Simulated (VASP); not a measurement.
PbF2:

```
CELL_PARAMETERS angstrom
0.00000 2.96985 2.96985
2.96985 0.00000 2.96985
2.96985 2.96985 0.00000
ATOMIC_POSITIONS crystal
Pb 0.00000 0.00000 0.00000
F 0.25000 0.25000 0.25000
F 0.75000 0.75000 0.75000
```

| Item | Value |
| --- | --- |
| Program | VASP 6.6.1 |
| Task | relaxation of cell and atoms |
| Functional | PBE |
| Potentials or basis | VASP PAW PBE potentials, release 64 (Pb_d, F) |
| Cutoff | 600 eV |
| k mesh | 8 × 8 × 8 |
| Occupations | gaussian, width 0.02 eV |
| Spin | no spin polarisation |

At the start: pressure 2.0 GPa; volume 17.46 Å³/atom.

Question: How do energy, volume and symmetry change on relaxing?

Answer: Over 3 steps the energy falls by 2.9 meV/atom and the volume is 17.95 Å³/atom (+2.8 %); space group Fm-3m (No. 225, to 0.1 Å) before and after.

Step by step:
| step | energy change (eV) | largest force (eV/Å) | pressure (GPa) | volume (Å³) |
| --- | --- | --- | --- | --- |
| 1 | 0.0000 | 0.0000 | 1.95 | 52.39 |
| 2 | -0.0085 | 0.0000 | -0.22 | 54.02 |
| 3 | -0.0086 | 0.0000 | 0.01 | 53.84 |

Final structure:
```cif
data_structure
_symmetry_space_group_name_H-M 'P 1'
_symmetry_Int_Tables_number 1
_cell_length_a 4.2384
_cell_length_b 4.2384
_cell_length_c 4.2384
_cell_angle_alpha 60.000
_cell_angle_beta 60.000
_cell_angle_gamma 60.000
_cell_volume 53.84
loop_
_atom_site_label
_atom_site_type_symbol
_atom_site_fract_x
_atom_site_fract_y
_atom_site_fract_z
_atom_site_occupancy
Pb1 Pb 0.00000 0.00000 0.00000 1
F1 F 0.25000 0.25000 0.25000 1
F2 F 0.75000 0.75000 0.75000 1
```
